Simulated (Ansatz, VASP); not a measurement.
# One calculation of BAs, two programs

POSCAR

```
BAs
1.0
    0.0000000000      2.1544346900      2.1544346900
    2.1544346900      0.0000000000      2.1544346900
    2.1544346900      2.1544346900      0.0000000000
B As
1 1
Direct
    0.0000000000      0.0000000000      0.0000000000
    0.5000000000      0.5000000000      0.5000000000
```

File INCAR.step1:

```
SYSTEM = BAs
  ALGO = Normal
  EDIFF = 1E-4
  ENCUT = 600
  GGA = PE
  ISMEAR = -1
  LASPH = .True.
  LCHARG = .False.
  LREAL = .False.
  LWAVE = .True.
  NELM = 60
  PREC = Accurate
  SIGMA = 0.05
```

Contents of INCAR.step2:

```
SYSTEM = BAs
  ALGO = Normal
  EDIFF = 1E-7
  EDIFFG = -0.005
  ENCUT = 600
  IBRION = 2
  ISIF = 3
  ISMEAR = -1
  ISTART = 1
  LASPH = .True.
  LCHARG = .False.
  LMIXTAU = .True.
  LREAL = .False.
  LWAVE = .False.
  METAGGA = R2SCAN
  NELM = 60
  NSW = 60
  PREC = Accurate
  SIGMA = 0.05
```

File KPOINTS:

```
k-points
0
Gamma
  15 15 15
  0 0 0
```

Input for Ansatz:

```yaml
crystal:
  lattice:
    - [0.0, 2.15443469, 2.15443469]
    - [2.15443469, 0.0, 2.15443469]
    - [2.15443469, 2.15443469, 0.0]
  atoms:
    - { symbol: B, position: [0.0, 0.0, 0.0] }
    - { symbol: As, position: [0.5, 0.5, 0.5] }
kpoints:
  mp_grid: { grid: [15, 15, 15] }
scf:
  occupations: { method: fermi_dirac, width: 0.05 }
hamiltonian:
  xc: r2scan
  pseudopotentials: { kind: paw }
output:
  forces: true
  stress: true
relax:
  f_tol: 0.005
  max_steps: 40
  cell: {}
```

Alike in both runs: task relaxation of cell and atoms; functional r2SCAN; k mesh 15 × 15 × 15; occupations fermi-dirac, width 0.05 eV; no spin polarisation.

```csv
,VASP,Ansatz
version,VASP 6.6.1,Ansatz 0.2.0
potentials or method,"VASP PAW PBE potentials, release 64 (B, As)","PAW with Ansatz's default frozen-core files, scalar-relativistic"
plane-wave cutoff (eV),600,500
valence electrons in the cell,8,18
```

```csv
,VASP,Ansatz,Ansatz less VASP
relaxed volume (Å³/atom),12.19,12.19,-0.008
relaxed cell length with the largest relative difference (Å),3.255,3.254,-0.0007
```

VASP's potentials were made for PBE, not for r2SCAN. VASP's potentials hold 8 valence electrons a cell and Ansatz's 18, so a difference there can come from the potentials and not from the codes.

Noted on VASP's run: the volume moved by over 15 % at a fixed basis, so the end points are rough.
